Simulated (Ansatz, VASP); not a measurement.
Two plane-wave programs on CaSe

```
CELL_PARAMETERS angstrom
3.68074 -0.13215 -0.13215
-0.13215 3.68074 -0.13215
-0.13215 -0.13215 3.68074
ATOMIC_POSITIONS crystal
Ca 0.00000 0.00000 0.00000
Se 0.50000 0.50000 0.50000
```

Change from the starting cell: epitaxial_111 strain +4.9%.

Alike in both runs: task single point; functional PBE; k mesh 8 × 8 × 8; occupations fermi-dirac, width 0.02 eV; no spin polarisation.

|  | VASP | Ansatz |
| --- | --- | --- |
| version | VASP 6.6.1 | Ansatz 0.2.0 |
| potentials or method | VASP PAW PBE potentials, release 64 (Ca_sv, Se) | plane waves, PAW |
| plane-wave cutoff (eV) | 520 | 420 |
| valence electrons in the cell | 16 | 26 |

Ansatz gave:

```
gap on the k mesh at the Fermi level (eV)                     : 0.92
pressure (GPa)                                                : -0.4
traceless stress, the component that is largest in VASP (GPa) : 0.48
```

What did VASP give for the same quantities?

gap on the k mesh at the Fermi level (eV): 0.92; pressure (GPa): -0.2; traceless stress, the component that is largest in VASP (GPa): 0.51.

With one functional, cell and mesh, what is left measures potentials, basis and numerics. VASP's potentials hold 16 valence electrons a cell and Ansatz's 26, so a difference there can come from the potentials and not from the codes.
